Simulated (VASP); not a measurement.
A run of VASP 6.6.1:

Contents of POSCAR:

```
Si
1.0
    3.9470934276      0.0000000000      0.0000000000
   -1.9735467138      3.4182831794      0.0000000000
    0.0000000000      0.0000000000      6.5314533937
Si
4
Direct
    0.3333333333      0.6666666667      0.0003047060
    0.6666666667      0.3333333333      0.5003047060
    0.3333333333      0.6666666667      0.3746952940
    0.6666666667      0.3333333333      0.8746952940
```

Contents of INCAR.step1:

```
SYSTEM = Si
  PREC = Accurate
  ENCUT = 520
  ISMEAR = 0
  SIGMA = 0.01
  LREAL = .FALSE.
  LASPH = .TRUE.
  NELM = 80
  NBANDS = 16
  GGA = PE
  ALGO = Normal
  EDIFF = 1E-4
  LWAVE = .TRUE.
  LCHARG = .FALSE.
```

Contents of INCAR.step2:

```
SYSTEM = Si
  PREC = Accurate
  ENCUT = 520
  EDIFF = 1E-7
  ISMEAR = 0
  SIGMA = 0.01
  LREAL = .FALSE.
  LASPH = .TRUE.
  NELM = 80
  ALGO = Normal
  ISIF = 2
  LWAVE = .FALSE.
  LCHARG = .FALSE.
  METAGGA = R2SCAN
  LMIXTAU = .TRUE.
  NBANDS = 16
  ISTART = 1
```

File KPOINTS:

```
Automatic mesh
0
G
  12 12 4
  0 0 0
```

Potentials or basis: VASP PAW PBE potentials, release 64 (Si).

The run is started by

```bash
$ cat potpaw_PBE.64/Si/POTCAR > POTCAR
$ cp INCAR.step1 INCAR
$ mpirun -np 1 vasp_std > vasp.out
$ cp INCAR.step2 INCAR
$ mpirun -np 1 vasp_std > vasp.out
```

Hardware: 1 thread of Intel(R) Xeon(R) Platinum 8375C CPU @ 2.90GHz (Ice Lake), with other jobs on the host.

Q: How long does it take, and how much memory?

A: It took 4.8 min on 1 thread of Intel(R) Xeon(R) Platinum 8375C CPU @ 2.90GHz (Ice Lake), with other jobs on the host, peak memory 0.23 GiB. Counts: k points 57.
